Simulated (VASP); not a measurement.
# Rh (a cell with a defect) in VASP: a series of runs

Rh (a cell with a defect) is run at these levels: PBE; tasks: single point, relaxation of the atoms.

Everything below comes from runs of VASP 6.6.1. Logs are shortened: lines on timing, memory, paths and dates and some standing lists are left out, and cuts for length are marked.

## 1. The cell of the first run

The cell holds a defect, 11 atoms: a = 8.052 Å, b = 5.368 Å, c = 5.368 Å, α = 60.00°, β = 60.00°, γ = 60.00°.

## 2. Single point, PBE

Contents of INCAR:

```
SYSTEM = Rh
PREC = Accurate
ENCUT = 400
EDIFF = 1E-6
ISMEAR = 0
SIGMA = 0.1
LREAL = .False.
LASPH = .True.
NELM = 120
ALGO = Normal
ISIF = 2
LWAVE = .False.
LCHARG = .True.
GGA = PE
LELF = .True.
LVHAR = .True.
NBANDS = 94
GGA_COMPAT = .False.
```

Contents of KPOINTS:

```
Automatic mesh
0
Gamma
  2 3 3
  0 0 0
```

Contents of POSCAR:

```
Rh
1.0
    0.0000000000      5.6935500000      5.6935500000
    3.7957000000      0.0000000000      3.7957000000
    3.7957000000      3.7957000000      0.0000000000
Rh
11
Direct
    0.0000000000      0.0000000000      0.5000000000
    0.0000000000      0.5000000000      0.0000000000
    0.0000000000      0.5000000000      0.5000000000
    0.3398846698     -0.0092724696     -0.0092724696
    0.3249200952     -0.0002727468      0.5074543648
    0.3249200952      0.5074543648     -0.0002727468
    0.3236187719      0.5035367620      0.5035367620
    0.6601153302      0.0092724696      0.0092724696
    0.6750799048      0.0002727468      0.4925456352
    0.6750799048      0.4925456352      0.0002727468
    0.6763812281      0.4964632380      0.4964632380
```

Potentials or basis: VASP PAW PBE potentials, release 64 (Rh_pv).

Started as:

```
$ cat potpaw_PBE.64/Rh_pv/POTCAR > POTCAR
$ mpirun -np 1 vasp_std > vasp.out
```

OUTCAR:

```text
SYSTEM = Rh
   PREC = Accurate
   ENCUT = 400
   EDIFF = 1E-6
   ISMEAR = 0
   LREAL = .False.
   LASPH = .True.
   NELM = 120
   ISIF = 2
   GGA = PE

 ion  position               nearest neighbor table
   1  0.000  0.000  0.500-   7 2.64  11 2.64   9 2.64   5 2.64   3 2.68   2 2.68   2 2.68   3 2.68
                             8 2.74   4 2.74
   2  0.000  0.500  0.000-   7 2.64  11 2.64  10 2.64   6 2.64   3 2.68   1 2.68   3 2.68   1 2.68
                             8 2.74   4 2.74
   3  0.000  0.500  0.500-   7 2.62  11 2.62   9 2.65  10 2.65   6 2.65   5 2.65   2 2.68   1 2.68
                             1 2.68   2 2.68
   4  0.340  0.991  0.991-   5 2.63   6 2.63   8 2.68   7 2.69   7 2.69   9 2.69  10 2.69   2 2.74
                             1 2.74   6 2.74   5 2.74
   5  0.325  1.000  0.507-   4 2.63   1 2.64   6 2.64   3 2.65   7 2.68   8 2.69   7 2.69   6 2.73
                             4 2.74  11 2.77   9 2.78
   6  0.325  0.507  1.000-   4 2.63   2 2.64   5 2.64   3 2.65   7 2.68   8 2.69   7 2.69   5 2.73
                             4 2.74  11 2.77  10 2.78
   7  0.324  0.504  0.504-   3 2.62   2 2.64   1 2.64   5 2.68   6 2.68   4 2.69   4 2.69   6 2.69
                             5 2.69  10 2.77   9 2.77  11 2.80
   8  0.660  0.009  0.009-   9 2.63  10 2.63   4 2.68  11 2.69  11 2.69   5 2.69   6 2.69   2 2.74
                             1 2.74  10 2.74   9 2.74
   9  0.675  0.000  0.493-   8 2.63   1 2.64  10 2.64   3 2.65  11 2.68   4 2.69  11 2.69  10 2.73
                             8 2.74   7 2.77   5 2.78
  10  0.675  0.493  0.000-   8 2.63   2 2.64   9 2.64   3 2.65  11 2.68   4 2.69  11 2.69   9 2.73
                             8 2.74   7 2.77   6 2.78
  11  0.676  0.496  0.496-   3 2.62   2 2.64   1 2.64   9 2.68  10 2.68   8 2.69   8 2.69  10 2.69
                             9 2.69   6 2.77   5 2.77   7 2.80

  LATTYP: Found a face centered orthorhombic cell.
 ALAT       =     5.3679304187
 B/A-ratio  =     1.7320508076
 C/A-ratio  =     2.4494897428

  Lattice vectors:

 A1 = (   0.0000000000,   5.6935500000,   5.6935500000)
 A2 = (  -3.7957000000,   1.8978500000,   5.6935500000)
 A3 = (   3.7957000000,  -0.0000000000,   3.7957000000)

Analysis of symmetry for initial positions (statically):
=====================================================================
 Subroutine PRICEL returns:
 Original cell was already a primitive cell.

 Routine SETGRP: Setting up the symmetry group for a
 face centered orthorhombic supercell.

 Subroutine GETGRP returns: Found  4 space group operations
 (whereof  4 operations were pure point group operations)
 out of a pool of  8 trial point group operations.

The static configuration has the point symmetry C_2h.

Analysis of symmetry for dynamics (positions and initial velocities):
=====================================================================
 Subroutine PRICEL returns:
 Original cell was already a primitive cell.

 Routine SETGRP: Setting up the symmetry group for a
 face centered orthorhombic supercell.

 Subroutine GETGRP returns: Found  4 space group operations
 (whereof  4 operations were pure point group operations)
 out of a pool of  8 trial point group operations.

The dynamic configuration has the point symmetry C_2h.

 Subroutine INISYM returns: Found  4 space group operations
 (whereof  4 operations are pure point group operations),
 and found     1 'primitive' translations

----------------------------------------------------------------------------------------

                                     Primitive cell

  volume of cell :     164.0578

  direct lattice vectors                    reciprocal lattice vectors
     0.000000000  5.693550000  5.693550000    -0.087818672  0.087818672  0.087818672
     3.795700000  0.000000000  3.795700000     0.131728008 -0.131728008  0.131728008
     3.795700000  3.795700000  0.000000000     0.131728008  0.131728008 -0.131728008

  length of vectors
     8.051895628  5.367930419  5.367930419     0.152106402  0.228159603  0.228159603

  position of ions in fractional coordinates (direct lattice)
     0.000000000  0.000000000  0.500000000
     0.000000000  0.500000000  0.000000000
     0.000000000  0.500000000  0.500000000
     0.339884670  0.990727530  0.990727530
     0.324920095  0.999727253  0.507454365
     0.324920095  0.507454365  0.999727253
     0.323618772  0.503536762  0.503536762
     0.660115330  0.009272470  0.009272470
     0.675079905  0.000272747  0.492545635
     0.675079905  0.492545635  0.000272747
     0.676381228  0.496463238  0.496463238

  ion indices of the primitive-cell ions
   primitive index   ion index
                 1           1
                 2           2
                 3           3
                 4           4
                 5           5
                 6           6
                 7           7
                 8           8
                 9           9
                10          10
                11          11

----------------------------------------------------------------------------------------

 KPOINTS: Automatic mesh

Automatic generation of k-mesh.
 Grid dimensions read from file:
 generate k-points for:    2    3    3

 Generating k-lattice:

  Cartesian coordinates                     Fractional coordinates (reciprocal lattice)
    -0.043909336  0.043909336  0.043909336     0.500000000  0.000000000  0.000000000
     0.043909336 -0.043909336  0.043909336     0.000000000  0.333333333  0.000000000
     0.043909336  0.043909336 -0.043909336     0.000000000  0.000000000  0.333333333

  Length of vectors
     0.076053201  0.076053201  0.076053201

  Shift w.r.t. Gamma in fractional coordinates (k-lattice)
     0.000000000  0.000000000  0.000000000

 WARNING: IBZKPT: internal override: KBLOWUP is changed to .FALSE.
      ... skipping the blow-up phase ...

 Subroutine IBZKPT returns following result:
 ===========================================

 Found      8 irreducible k-points:

 Following reciprocal coordinates:
            Coordinates               Weight
  0.000000  0.000000  0.000000      1.000000
  0.500000  0.000000  0.000000      1.000000
  0.000000  0.333333  0.000000      4.000000
  0.500000  0.333333  0.000000      4.000000
  0.000000  0.333333  0.333333      2.000000
  0.500000  0.333333  0.333333      2.000000
  0.000000 -0.333333  0.333333      2.000000
  0.500000 -0.333333  0.333333      2.000000
   k-points           NKPTS =      8   k-points in BZ     NKDIM =      8   number of bands    NBANDS=     94
   number of dos      NEDOS =    301   number of ions     NIONS =     11
   total plane-waves  NPLWV =  69984
   dimension x,y,z NGX =    54 NGY =   36 NGZ =   36
   dimension x,y,z NGXF=   108 NGYF=   72 NGZF=   72
   ions per type =              11
   NGX,Y,Z   is equivalent  to a cutoff of  11.15, 11.15, 11.15 a.u.
   NGXF,Y,Z  is equivalent  to a cutoff of  22.30, 22.30, 22.30 a.u.
 SYSTEM =  Rh
   PREC   = accura    normal or accurate (medium, high low for compatibility)
   ISTART =      0    job   : 0-new  1-cont  2-samecut
   ICHARG =      2    charge: 1-file 2-atom 10-const
   ISPIN  =      1    spin polarized calculation?
   LNONCOLLINEAR =      F non collinear calculations
   LSORBIT =      F    spin-orbit coupling
   LASPH  =      T    aspherical Exc in radial PAW
   ENCUT  =  400.0 eV  29.40 Ry    5.42 a.u.  13.13  8.75  8.75*2*pi/ulx,y,z
   NELM   =    120;   NELMIN=  2; NELMDL= -5     # of ELM steps
   EDIFF  = 0.1E-05   stopping-criterion for ELM
   LREAL  =      F    real-space projection
   EDIFFG = 0.1E-04   stopping-criterion for IOM
   NSW    =      0    number of steps for IOM
   IBRION =     -1    ionic relax: 0-MD 1-quasi-New 2-CG
   NFREE  =      0    steps in history (QN), initial steepest desc. (CG)
   ISIF   =      2    stress and relaxation
   ISYM   =      2    0-nonsym 1-usesym 2-fastsym
   POTIM  = 0.5000    time-step for ionic-motion
   TEBEG  =    0.0;   TEEND  =   0.0 temperature during run
   PSTRESS=    0.0 pullay stress
   NELECT =     165.0000    total number of electrons
   NUPDOWN=      -1.0000    fix difference up-down
   EMIN   =  10.00;   EMAX   =-10.00  energy-range for DOS
   EFERMI =   0.00;   METHOD = LEGACY
   ISMEAR =     0;   SIGMA  =   0.10  broadening in eV -4-tet -1-fermi 0-gaus
   EFERMI_NEDOS =   21; number of points for ismear=-14 and -15
   IALGO  =     38    algorithm
   IMIX   =      4    mixing-type and parameters
     AMIX     =   0.40;   BMIX     =  1.00
     AMIX_MAG =   1.60;   BMIX_MAG =  1.00
  volume/ion in A,a.u.               =      14.91       100.65
  Fermi-wavevector in a.u.,A,eV,Ry     =   1.640227  3.099579 36.604342  2.690343
  Thomas-Fermi vector in A             =   2.730900
   LORBIT       =      0    0 simple, 1 ext, 2 COOP (PROOUT), +10 PAW based schemes
   GGA     = PE    functional components
   LHFCALC =     F    Hartree Fock is set to
   AEXX    =    0.0000 exact exchange contribution
   IVDW    =     0    specifies the selected vdW correction
   LEPSILON=     F    determine dielectric tensor
   LRPA    =     F    only Hartree local field effects (RPA)
 non-spin polarized calculation
 Gauss-broadening in eV      SIGMA  =   0.10
  energy-cutoff  :      400.00
  volume of cell :      164.06
 maximum number of plane-waves:      3012
 NGX is ok and might be reduce to    54
   NGX = 27   NGY = 17   NGZ = 17

 number of electron     165.0000017 magnetization

 Free energy of the ion-electron system (eV)
  ---------------------------------------------------
  ext. energy  EPLUGINS =         0.00000000
  ---------------------------------------------------
  free energy    TOTEN  =       -77.12902194 eV

  energy without entropy =      -77.01302106  energy(sigma->0) =      -77.07102150

 E-fermi :  10.4397     XC(G=0): -13.4015

 val. band max:       10.4289656512   @ k =   0.0000   0.3333   0.3333
 cond. band min:      10.4493118199   @ k =   0.0000   0.0000   0.0000
 fundamental gap:      0.0203461687
 Fermi energy:        10.4396800639

 k-point     1 :       0.0000    0.0000    0.0000
  band No.  band energies     occupation
      1     -36.5214      2.00000
      2     -36.4976      2.00000
      3     -36.4498      2.00000
      4     -36.4376      2.00000
      5     -36.4315      2.00000
      6     -36.4182      2.00000
[... 86 lines left out ...]
     93      11.9080      0.00000
     94      13.8201      0.00000

 k-point     2 :       0.5000    0.0000    0.0000
  band No.  band energies     occupation
      1     -36.5240      2.00000
      2     -36.5025      2.00000
      3     -36.4890      2.00000
      4     -36.4745      2.00000
      5     -36.4053      2.00000
      6     -36.4010      2.00000
[... 571 lines left out ...]
     93      10.9987      0.00000
     94      13.7239      0.00000

 k-point     8 :       0.5000   -0.3333    0.3333
  band No.  band energies     occupation
      1     -36.3921      2.00000
      2     -36.3779      2.00000
      3     -36.3739      2.00000
      4     -36.3021      2.00000
      5     -36.2969      2.00000
      6     -36.2652      2.00000
[... 86 lines left out ...]
     93      13.4119      0.00000
     94      13.9001      0.00000

------------------------ aborting loop because EDIFF is reached ----------------------------------------

  FORCE on cell =-STRESS in cart. coord.  units (eV):
  Direction    XX          YY          ZZ          XY          YZ          ZX
  --------------------------------------------------------------------------------------
  -------------------------------------------------------------------------------------
  Total       -0.4344020      0.3301763      0.3301763      1.2046235     -0.0653755      1.2046236
  in kB       -4.2423398      3.2244791      3.2244791     11.7642705     -0.6384527     11.7642723
  external PRESSURE =       0.7355395 kB  Pullay stress =       0.0000000 kB

 VOLUME and BASIS-vectors are now :
 -----------------------------------------------------------------------------
  energy-cutoff  :      400.00
  volume of cell :      164.06
      direct lattice vectors                 reciprocal lattice vectors
     0.000000000  5.693550000  5.693550000    -0.087818672  0.087818672  0.087818672
     3.795700000  0.000000000  3.795700000     0.131728008 -0.131728008  0.131728008
     3.795700000  3.795700000  0.000000000     0.131728008  0.131728008 -0.131728008

 POSITION                                       TOTAL-FORCE (eV/Angst)
 -----------------------------------------------------------------------------------
      1.89785      1.89785      0.00000        -0.000000      0.000000      0.000000
      1.89785      0.00000      1.89785        -0.000000     -0.000000      0.000000
      3.79570      1.89785      1.89785        -0.000000      0.000000      0.000000
      7.52101      5.69565      5.69565        -0.009255     -0.011969     -0.011969
      5.72081      3.77609      5.64461         0.003432      0.008978     -0.016585
      5.72081      5.64461      3.77609         0.003432     -0.016585      0.008978
      3.82255      3.75381      3.75381        -0.004332      0.025583      0.025583
      0.07039      3.79360      3.79360         0.009255      0.011969      0.011969
      1.87059      5.71316      3.84464        -0.003432     -0.008978      0.016585
      1.87059      3.84464      5.71316        -0.003432      0.016585     -0.008978
      3.76885      5.73544      5.73544         0.004332     -0.025583     -0.025583
 -----------------------------------------------------------------------------------
    total drift:                               -0.000000     -0.000000      0.000000

  FREE ENERGIE OF THE ION-ELECTRON SYSTEM (eV)
  ---------------------------------------------------
  free  energy   TOTEN  =       -77.1290219377 eV

  energy  without entropy=      -77.0130210584  energy(sigma->0) =      -77.07102150
```

It took 1.7 min on 1 thread of Intel Xeon 6975P-C (Granite Rapids), shared host; peak memory 0.25 GiB.

Results:

| Quantity | Value |
| --- | --- |
| Free energy | -77.1290 eV |
| Pressure | 0.1 GPa |
| Largest force | 0.036 eV/Å |
| Band gap on the k mesh | zero (an odd number of electrons rules out a gap without spin polarisation) |

Forces on the atoms (eV/Å):
```
Rh   0.000  0.000  0.000
Rh   0.000  0.000  0.000
Rh   0.000  0.000  0.000
Rh  -0.009 -0.012 -0.012
Rh   0.003  0.009 -0.017
Rh   0.003 -0.017  0.009
Rh  -0.004  0.026  0.026
Rh   0.009  0.012  0.012
Rh  -0.003 -0.009  0.017
Rh  -0.003  0.017 -0.009
Rh   0.004 -0.026 -0.026
```

Caveat: the k points lie up to 0.48 Å⁻¹ apart, too coarse for converged energies and pressures of a metal.

## 3. Relaxation of the atoms, PBE

Contents of INCAR:

```
SYSTEM = Rh
  PREC = Accurate
  ENCUT = 450
  EDIFF = 1E-7
  ISMEAR = 0
  SIGMA = 0.1
  LREAL = .FALSE.
  LASPH = .TRUE.
  NELM = 120
  ALGO = Normal
  ISIF = 2
  LWAVE = .FALSE.
  LCHARG = .FALSE.
  GGA = PE
  IBRION = 2
  NSW = 50
  EDIFFG = -0.02
  GGA_COMPAT = .FALSE.
  NELMIN = 4
  KPAR = 4
```

Contents of KPOINTS:

```
Automatic mesh
0
G
  2 3 3
  0 0 0
```

Contents of POSCAR:

```
Rh
1.0
    0.0000000000      5.6935500000      5.6935500000
    3.7957000000      0.0000000000      3.7957000000
    3.7957000000      3.7957000000      0.0000000000
Rh
11
Direct
    0.0000000000      0.0000000000      0.5000000000
    0.0000000000      0.5000000000      0.0000000000
    0.0000000000      0.5000000000      0.5000000000
    0.3333333333      0.0000000000      0.0000000000
    0.3333333333      0.0000000000      0.5000000000
    0.3333333333      0.5000000000      0.0000000000
    0.3333333333      0.5000000000      0.5000000000
    0.6666666667      0.0000000000      0.0000000000
    0.6666666667      0.0000000000      0.5000000000
    0.6666666667      0.5000000000      0.0000000000
    0.6666666667      0.5000000000      0.5000000000
```

Potentials or basis: VASP PAW PBE potentials, release 64 (Rh_pv).

Started as:

```
$ cat potpaw_PBE.64/Rh_pv/POTCAR > POTCAR
$ mpirun -np 4 vasp_std > vasp.out
```

It took 12 min on 4 MPI ranks of AMD EPYC 7R43 (Zen 3), shared host; peak memory 0.29 GiB.

Results (log left out):

```yaml
Free_energy: -77.1391 eV
Energy_gained_by_relaxing: 11.1 meV/atom
Ionic_steps: 11
Pressure_after_relaxing: 1.0 GPa
Largest_force_after_relaxing: 0.008 eV/Å
Band_gap_on_the_k_mesh: zero (an odd number of electrons rules out a gap without spin polarisation)
```

Forces in eV/Å, atoms in the order of the input:
```
Rh   0.000  0.000  0.000
Rh   0.000  0.000  0.000
Rh   0.000  0.000  0.000
Rh  -0.003  0.002  0.002
Rh  -0.006 -0.002 -0.005
Rh  -0.006 -0.005 -0.002
Rh  -0.001 -0.002 -0.002
Rh   0.003 -0.002 -0.002
Rh   0.006  0.002  0.005
Rh   0.006  0.005  0.002
Rh   0.001  0.002  0.002
```

Stress tensor (GPa, compression positive):
```
 0.51  1.20  1.20
 1.20  1.27 -0.12
 1.20 -0.12  1.27
```

Step by step:
```
step  energy change (eV)  largest force (eV/Å)  pressure (GPa)
   1              0.0000                0.7389            1.50
   2             -0.0746                0.3320            1.22
   3             -0.1001                0.3123            1.20
   4             -0.1151                0.1181            1.16
   5             -0.1176                0.1294            1.18
   6             -0.1202                0.0611            1.11
   7             -0.1209                0.0438            1.06
   8             -0.1215                0.0254            1.03
   9             -0.1216                0.0220            1.02
  10             -0.1216                0.0216            1.02
  11             -0.1217                0.0084            1.02
```

Final structure:
```
Rh
1.0
     0.00000    5.69355    5.69355
     3.79570    0.00000    3.79570
     3.79570    3.79570    0.00000
Rh
11
Direct
  0.00000 0.00000 0.50000
  0.00000 0.50000 0.00000
  0.00000 0.50000 0.50000
  0.33978 0.99078 0.99078
  0.32431 0.00006 0.50879
  0.32431 0.50879 0.00006
  0.32439 0.50389 0.50389
  0.66022 0.00922 0.00922
  0.67569 0.99994 0.49121
  0.67569 0.49121 0.99994
  0.67561 0.49611 0.49611
```

Levels at points of the mesh, in eV from the Fermi level:
```csv
k point,band 79,band 80,band 81,band 82,band 83,band 84,band 85,band 86,band 87,band 88
"(0.00, 0.00, 0.00)",0.02,0.08,0.39,0.52,0.78,0.80,0.83,0.85,0.88,0.96
"(0.50, 0.00, 0.00)",0.49,0.77,0.77,0.81,0.83,0.86,0.91,0.92,0.98,1.04
```

Caveat: the k points lie up to 0.48 Å⁻¹ apart, too coarse for converged energies and pressures of a metal.
